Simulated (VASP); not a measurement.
# Al3N in VASP: a series of runs

Runs on Al3N. Level: PBEsol. Tasks: relaxation of the atoms.

All numbers are computed with VASP 6.6.1; they aren't measurements. Logs are shortened: lines on timing, memory, paths and dates and some standing lists are left out, and cuts for length are marked.

**1. The cell of the first run**

The cell holds a slab with vacuum, 4 atoms: a = 2.839 Å, b = 2.839 Å, c = 19.641 Å, α = 90.00°, β = 90.00°, γ = 90.00°.

**2. Relaxation of the atoms, PBEsol**

Input file INCAR:

```
SYSTEM = Al3N
ALGO = Normal
DIPOL = 0.5 0.5 0.360
EDIFF = 1E-6
EDIFFG = -0.025
ENCUT = 520
GGA = PS
IBRION = 2
IDIPOL = 3
ISIF = 2
ISMEAR = 0
LASPH = .True.
LCHARG = .False.
LDIPOL = .True.
LREAL = .False.
LWAVE = .False.
NELM = 100
NSW = 36
PREC = Accurate
SIGMA = 0.1
```

Input file KPOINTS:

```
k-points
0
Gamma
  9 9 1
  0 0 0
```

Input file POSCAR:

```
Al3N
1.0
    2.8394270062      0.0000000000      0.0000000000
    0.0000000000      2.8394270062      0.0000000000
    0.0000000000      0.0000000000     19.6413451746
Al N
3 1
Selective dynamics
Direct
    0.5000000000      0.5000000000      0.2036520393  F F F
    0.0000000000      0.0000000000      0.3090064780  F F F
    0.5000000000      0.5000000000      0.4145003869  F F F
    0.5000000000      0.5000000000      0.5122533658  F F T
```

Potentials or basis: VASP PAW PBE potentials, release 64 (Al, N).

Launch:

```bash
$ cat potpaw_PBE.64/Al/POTCAR potpaw_PBE.64/N/POTCAR > POTCAR
$ mpirun -np 1 vasp_std > vasp.out
```

OUTCAR:

```text
SYSTEM = Al3N
   EDIFF = 1E-6
   EDIFFG = -0.025
   ENCUT = 520
   GGA = PS
   IBRION = 2
   ISIF = 2
   ISMEAR = 0
   LASPH = .True.
   LREAL = .False.
   NELM = 100
   NSW = 36
   PREC = Accurate

 ion  position               nearest neighbor table
   1  0.500  0.500  0.204-   2 2.88   2 2.88   2 2.88   2 2.88
   2  0.000  0.000  0.309-   1 2.88   1 2.88   1 2.88   1 2.88   3 2.89   3 2.89   3 2.89   3 2.89

   3  0.500  0.500  0.415-   4 1.92   2 2.89   2 2.89   2 2.89   2 2.89
   4  0.500  0.500  0.512-   3 1.92

  LATTYP: Found a simple tetragonal cell.
 ALAT       =     2.8394270062
 C/A-ratio  =     6.9173622466

  Lattice vectors:

 A1 = (   2.8394270062,   0.0000000000,   0.0000000000)
 A2 = (   0.0000000000,   2.8394270062,   0.0000000000)
 A3 = (   0.0000000000,   0.0000000000,  19.6413451746)

Analysis of symmetry for initial positions (statically):
=====================================================================
 Subroutine PRICEL returns:
 Original cell was already a primitive cell.

 Routine SETGRP: Setting up the symmetry group for a
 simple tetragonal supercell.

 Subroutine GETGRP returns: Found  8 space group operations
 (whereof  8 operations were pure point group operations)
 out of a pool of 16 trial point group operations.

The static configuration has the point symmetry C_4v.

Analysis of symmetry for dynamics (positions and initial velocities):
=====================================================================
 Subroutine PRICEL returns:
 Original cell was already a primitive cell.

 Routine SETGRP: Setting up the symmetry group for a
 simple tetragonal supercell.

 Subroutine GETGRP returns: Found  8 space group operations
 (whereof  8 operations were pure point group operations)
 out of a pool of 16 trial point group operations.

The dynamic configuration has the point symmetry C_4v.

Analysis of constrained symmetry for selective dynamics:
=====================================================================
 Subroutine PRICEL returns:
 Original cell was already a primitive cell.

 Routine SETGRP: Setting up the symmetry group for a
 simple tetragonal supercell.

 Subroutine GETGRP returns: Found  8 space group operations
 (whereof  8 operations were pure point group operations)
 out of a pool of 16 trial point group operations.

The constrained configuration has the point symmetry C_4v.

 Subroutine INISYM returns: Found  8 space group operations
 (whereof  8 operations are pure point group operations),
 and found     1 'primitive' translations

----------------------------------------------------------------------------------------

                                     Primitive cell

  volume of cell :     158.3553

  direct lattice vectors                    reciprocal lattice vectors
     2.839427006  0.000000000  0.000000000     0.352183732  0.000000000  0.000000000
     0.000000000  2.839427006  0.000000000     0.000000000  0.352183732  0.000000000
     0.000000000  0.000000000 19.641345175     0.000000000  0.000000000  0.050913010

  length of vectors
     2.839427006  2.839427006 19.641345175     0.352183732  0.352183732  0.050913010

  position of ions in fractional coordinates (direct lattice)
     0.500000000  0.500000000  0.203652039
     0.000000000  0.000000000  0.309006478
     0.500000000  0.500000000  0.414500387
     0.500000000  0.500000000  0.512253366

  ion indices of the primitive-cell ions
   primitive index   ion index
                 1           1
                 2           2
                 3           3
                 4           4

----------------------------------------------------------------------------------------

 KPOINTS: k-points

Automatic generation of k-mesh.
 Grid dimensions read from file:
 generate k-points for:    9    9    1

 Generating k-lattice:

  Cartesian coordinates                     Fractional coordinates (reciprocal lattice)
     0.039131526  0.000000000  0.000000000     0.111111111  0.000000000  0.000000000
     0.000000000  0.039131526  0.000000000     0.000000000  0.111111111  0.000000000
     0.000000000  0.000000000  0.050913010     0.000000000  0.000000000  1.000000000

  Length of vectors
     0.039131526  0.039131526  0.050913010

  Shift w.r.t. Gamma in fractional coordinates (k-lattice)
     0.000000000  0.000000000  0.000000000

 Subroutine IBZKPT returns following result:
 ===========================================

 Found     15 irreducible k-points:

 Following reciprocal coordinates:
            Coordinates               Weight
  0.000000  0.000000  0.000000      1.000000
  0.111111  0.000000  0.000000      4.000000
  0.222222  0.000000  0.000000      4.000000
  0.333333  0.000000  0.000000      4.000000
  0.444444  0.000000  0.000000      4.000000
  0.111111  0.111111  0.000000      4.000000
  0.222222  0.111111  0.000000      8.000000
  0.333333  0.111111  0.000000      8.000000
  0.444444  0.111111  0.000000      8.000000
  0.222222  0.222222  0.000000      4.000000
  0.333333  0.222222  0.000000      8.000000
  0.444444  0.222222  0.000000      8.000000
  0.333333  0.333333  0.000000      4.000000
  0.444444  0.333333  0.000000      8.000000
  0.444444  0.444444  0.000000      4.000000
   k-points           NKPTS =     15   k-points in BZ     NKDIM =     15   number of bands    NBANDS=     11
   number of dos      NEDOS =    301   number of ions     NIONS =      4
   total plane-waves  NPLWV =  86400
   dimension x,y,z NGX =    24 NGY =   24 NGZ =  150
   dimension x,y,z NGXF=    48 NGYF=   48 NGZF=  300
   ions per type =               3   1
   NGX,Y,Z   is equivalent  to a cutoff of  14.05, 14.05, 12.70 a.u.
   NGXF,Y,Z  is equivalent  to a cutoff of  28.10, 28.10, 25.39 a.u.
 SYSTEM =  Al3N
   PREC   = accura    normal or accurate (medium, high low for compatibility)
   ISTART =      0    job   : 0-new  1-cont  2-samecut
   ICHARG =      2    charge: 1-file 2-atom 10-const
   ISPIN  =      1    spin polarized calculation?
   LNONCOLLINEAR =      F non collinear calculations
   LSORBIT =      F    spin-orbit coupling
   LASPH  =      T    aspherical Exc in radial PAW
   ENCUT  =  520.0 eV  38.22 Ry    6.18 a.u.   5.28  5.28 36.52*2*pi/ulx,y,z
   NELM   =    100;   NELMIN=  2; NELMDL= -5     # of ELM steps
   EDIFF  = 0.1E-05   stopping-criterion for ELM
   LREAL  =      F    real-space projection
   EDIFFG = -.3E-01   stopping-criterion for IOM
   NSW    =     36    number of steps for IOM
   IBRION =      2    ionic relax: 0-MD 1-quasi-New 2-CG
   NFREE  =      1    steps in history (QN), initial steepest desc. (CG)
   ISIF   =      2    stress and relaxation
   ISYM   =      2    0-nonsym 1-usesym 2-fastsym
   POTIM  = 0.5000    time-step for ionic-motion
   TEBEG  =    0.0;   TEEND  =   0.0 temperature during run
   PSTRESS=    0.0 pullay stress
   NELECT =      14.0000    total number of electrons
   NUPDOWN=      -1.0000    fix difference up-down
   EMIN   =  10.00;   EMAX   =-10.00  energy-range for DOS
   EFERMI =   0.00;   METHOD = LEGACY
   ISMEAR =     0;   SIGMA  =   0.10  broadening in eV -4-tet -1-fermi 0-gaus
   EFERMI_NEDOS =   21; number of points for ismear=-14 and -15
   IALGO  =     38    algorithm
   IMIX   =      4    mixing-type and parameters
     AMIX     =   0.40;   BMIX     =  1.00
     AMIX_MAG =   1.60;   BMIX_MAG =  1.00
  volume/ion in A,a.u.               =      39.59       267.16
  Fermi-wavevector in a.u.,A,eV,Ry     =   0.729301  1.378178  7.236660  0.531880
  Thomas-Fermi vector in A             =   1.820989
   LORBIT       =      0    0 simple, 1 ext, 2 COOP (PROOUT), +10 PAW based schemes
   GGA     = PS    functional components
   LHFCALC =     F    Hartree Fock is set to
   AEXX    =    0.0000 exact exchange contribution
   IVDW    =     0    specifies the selected vdW correction
   LEPSILON=     F    determine dielectric tensor
   LRPA    =     F    only Hartree local field effects (RPA)
 conjugate gradient relaxation of ions
 non-spin polarized calculation
 Gauss-broadening in eV      SIGMA  =   0.10
  energy-cutoff  :      520.00
  volume of cell :      158.36
 maximum number of plane-waves:      4292
 NGX is ok and might be reduce to    24
   NGX = 11   NGY = 11   NGZ = 73

--------------------------------------- Ionic step        1  -------------------------------------------

 number of electron      14.0000000 magnetization

 Free energy of the ion-electron system (eV)
  ---------------------------------------------------
  ext. energy  EPLUGINS =         0.00000000
  ---------------------------------------------------
  free energy    TOTEN  =       -16.26698406 eV

  energy without entropy =      -16.24932574  energy(sigma->0) =      -16.25815490

------------------------ aborting loop because EDIFF is reached ----------------------------------------

  FORCE on cell =-STRESS in cart. coord.  units (eV):
  Direction    XX          YY          ZZ          XY          YZ          ZX
  --------------------------------------------------------------------------------------
  -------------------------------------------------------------------------------------
  Total       -3.0284056     -3.0284056     -3.3196994      0.0000000      0.0000000     -0.0000000
  in kB      -30.6402271    -30.6402271    -33.5874241      0.0000000      0.0000000     -0.0000000
  external PRESSURE =     -31.6226261 kB  Pullay stress =       0.0000000 kB
[... 63 lines left out ...]
--------------------------------------- Ionic step        3  -------------------------------------------

 number of electron      13.9999999 magnetization

 dipolmoment           0.000000      0.000000      0.196865 electrons x Angstroem

 Free energy of the ion-electron system (eV)
  ---------------------------------------------------
  ext. energy  EPLUGINS =         0.00000000
  ---------------------------------------------------
  free energy    TOTEN  =       -16.37946352 eV

  energy without entropy =      -16.37048090  energy(sigma->0) =      -16.37497221

 E-fermi :  -1.5055     XC(G=0):  -4.8041

 val. band max:       -1.5292050183   @ k =   0.4444   0.0000   0.0000
 cond. band min:      -1.3992912851   @ k =   0.4444   0.1111   0.0000
 fundamental gap:      0.1299137332
 Fermi energy:        -1.5055273282

 k-point     1 :       0.0000    0.0000    0.0000
  band No.  band energies     occupation
      1     -14.8117      2.00000
      2     -11.8673      2.00000
      3      -9.4310      2.00000
      4      -5.9429      2.00000
      5      -3.5064      2.00000
      6      -0.7870      0.00000
      7      -0.4798      0.00000
      8      -0.4798      0.00000
      9       2.1205      0.00000
     10       3.7764      0.00000
     11       4.5284      0.00000
[... 184 lines left out ...]
  band No.  band energies     occupation
      1     -13.1879      2.00000
      2      -5.0018      2.00000
      3      -3.8041      2.00000
      4      -3.4734      2.00000
      5      -3.0161      2.00000
      6      -2.6398      2.00000
      7      -2.1203      2.00000
      8      -1.8790      2.00000
      9      -1.0630      0.00000
     10      -0.7815      0.00000
     11       0.1751      0.00000

------------------------ aborting loop because EDIFF is reached ----------------------------------------

 vacuum level on the upper side and lower side of the slab       (xc-potential included)         1.947        -2.167

  FORCE on cell =-STRESS in cart. coord.  units (eV):
  Direction    XX          YY          ZZ          XY          YZ          ZX
  --------------------------------------------------------------------------------------
  -------------------------------------------------------------------------------------
  Total       -2.8645785     -2.8645785      0.0459486      0.0000000      0.0000000      0.0000000
  in kB      -28.9826883    -28.9826883      0.4648902      0.0000000      0.0000000      0.0000000
  external PRESSURE =     -19.1668288 kB  Pullay stress =       0.0000000 kB
[... 19 lines left out ...]
  FREE ENERGIE OF THE ION-ELECTRON SYSTEM (eV)
  ---------------------------------------------------
  free  energy   TOTEN  =       -16.3794635167 eV

  energy  without entropy=      -16.3704808969  energy(sigma->0) =      -16.37497221

 reached required accuracy - stopping structural energy minimisation

 vacuum level on the upper side and lower side of the slab         6.937         2.699
```

It took 84 s on 1 thread of Intel Xeon Platinum 8488C (Sapphire Rapids), shared host; peak memory 0.28 GiB.

What came out:

```
Free energy               : -16.3795 eV
Energy gained by relaxing : 28.1 meV/atom
Ionic steps               : 3
Band gap on the k mesh    : zero (bands 7 and 8 overlap by 1.44 eV)
```

The path:
| step | energy change (eV) | largest force on free atoms (eV/Å) | pressure (GPa) |
| --- | --- | --- | --- |
| 1 | 0.0000 | 1.7077 | -3.16 |
| 2 | -0.1005 | 0.6462 | -2.37 |
| 3 | -0.1125 | 0.0244 | -1.92 |

Final structure:
```
CELL_PARAMETERS angstrom
2.83943 0.00000 0.00000
0.00000 2.83943 0.00000
0.00000 0.00000 19.64135
ATOMIC_POSITIONS crystal
Al 0.50000 0.50000 0.20365
Al 0.00000 0.00000 0.30901
Al 0.50000 0.50000 0.41450
N 0.50000 0.50000 0.50618
```

Caveat: the PAW data sets were made with another functional, which shifts forces and pressure a little.

(Continued in part 2 of 2.)
